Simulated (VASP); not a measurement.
Here is a VASP 6.6.1 calculation.

The input POSCAR:

```
Al2Cu
1.0
    3.0390979123      3.0390979123      0.0000000000
   -3.0390979123      3.0390979123      0.0000000000
    0.0000000000      0.0000000000      5.5277177121
Al Cu
4 2
Direct
    0.5000000000      0.0000000000      0.2500000000
    0.0000000000      0.5000000000      0.2500000000
    0.0000000000      0.5000000000      0.7500000000
    0.5000000000      0.0000000000      0.7500000000
    0.0000000000      0.0000000000      0.5000000000
    0.5000000000      0.5000000000      0.0000000000
```

Contents of INCAR.step1:

```
SYSTEM = Al2Cu
ALGO = Normal
EDIFF = 1E-4
ENCUT = 520
GGA = PE
ISMEAR = 0
LASPH = .TRUE.
LCHARG = .FALSE.
LREAL = .FALSE.
LWAVE = .TRUE.
NBANDS = 26
NELM = 80
PREC = Accurate
SIGMA = 0.1
```

File INCAR.step2:

```
SYSTEM = Al2Cu
ALGO = Normal
EDIFF = 1E-7
ENCUT = 520
ISIF = 2
ISMEAR = 0
ISTART = 1
LASPH = .TRUE.
LCHARG = .FALSE.
LMIXTAU = .TRUE.
LREAL = .FALSE.
LWAVE = .FALSE.
METAGGA = R2SCAN
NBANDS = 26
NELM = 80
PREC = Accurate
SIGMA = 0.1
```

Contents of KPOINTS:

```
k-points
0
G
  10 10 6
  0 0 0
```

Potentials or basis: VASP PAW PBE potentials, release 64 (Al, Cu).

Run with:

```bash
$ cat potpaw_PBE.64/Al/POTCAR potpaw_PBE.64/Cu/POTCAR > POTCAR
$ cp INCAR.step1 INCAR
$ mpirun -np 1 vasp_std > vasp.out
$ cp INCAR.step2 INCAR
$ mpirun -np 1 vasp_std > vasp.out
```

**Question.** Predict the band gap on the k mesh.

**Answer.** Zero (bands 17 and 18 overlap by 3.85 eV).

**Question.** Estimate the pressure.

**Answer.** -6.6 GPa.

Stress tensor (GPa, compression positive):
```
-10.05   0.00   0.00
  0.00 -10.05   0.00
  0.00   0.00   0.33
```

Caveat: the cell differs from its parent crystal (biaxial strain in the a-b plane: +6.0 %); the cell stands under tension; the PAW data sets were made with another functional, which shifts forces and pressure a little.
